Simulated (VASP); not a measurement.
Here is a VASP 6.6.1 calculation.

File INCAR:

```
SYSTEM = Al6H
PREC = Accurate
ENCUT = 520
EDIFF = 1E-7
ISMEAR = 0
SIGMA = 0.1
LREAL = .False.
LASPH = .True.
NELM = 80
ALGO = Normal
ISIF = 2
LWAVE = .False.
LCHARG = .False.
LDIPOL = .True.
IDIPOL = 3
DIPOL = 0.5 0.5 0.296
GGA = PE
NBANDS = 32
```

The input KPOINTS:

```
regular mesh
0
Gamma
  6 6 1
  0 0 0
```

File POSCAR:

```
Al6H
1.0
    5.7143028096      0.0000000000      0.0000000000
   -2.8571514048      4.9487313980      0.0000000000
    0.0000000000      0.0000000000     22.6016424997
Al H
12 2
Direct
    0.3333333333      0.1666666667      0.1769782882
    0.3333333333      0.6666666667      0.1769782882
    0.8333333333      0.1666666667      0.1769782882
    0.8333333333      0.6666666667      0.1769782882
    0.1666666667      0.3333333333      0.2787817902
    0.1666666667      0.8333333333      0.2787817902
    0.6666666667      0.3333333333      0.2787817902
    0.6666666667      0.8333333333      0.2787817902
    0.0000000000      0.0000000000      0.3805759913
    0.0000000000      0.5000000000      0.3805759913
    0.5000000000      0.0000000000      0.3805759913
    0.5000000000      0.5000000000      0.3805759913
    0.2025212247      0.1666666667      0.4004860487
    0.4641454420      0.1666666667      0.4004860487
```

Potentials or basis: VASP PAW PBE potentials, release 64 (Al, H).

Command:

```console
$ cat potpaw_PBE.64/Al/POTCAR potpaw_PBE.64/H/POTCAR > POTCAR
$ mpirun -np 1 vasp_std > vasp.out
```

Task: Predict the largest force.

Result: 14.998 eV/Å.

Task: Predict the band gap on the k mesh.

Result: Zero (bands 19 and 20 overlap by 0.56 eV).

Forces in eV/Å, atoms in the order of the input:
```
Al    0.000  -0.025   0.022
Al   -0.013   0.007  -0.031
Al    0.000  -0.002  -0.016
Al    0.013   0.007  -0.031
Al    0.037   0.097  -0.049
Al    0.000   0.065   0.084
Al   -0.037   0.097  -0.049
Al    0.000   0.069   0.000
Al   -9.187 -10.342  -5.796
Al    0.000   0.440  -0.151
Al    9.187 -10.342  -5.796
Al    0.000   0.445  -0.241
H     6.926   9.742   6.028
H    -6.926   9.742   6.028
```
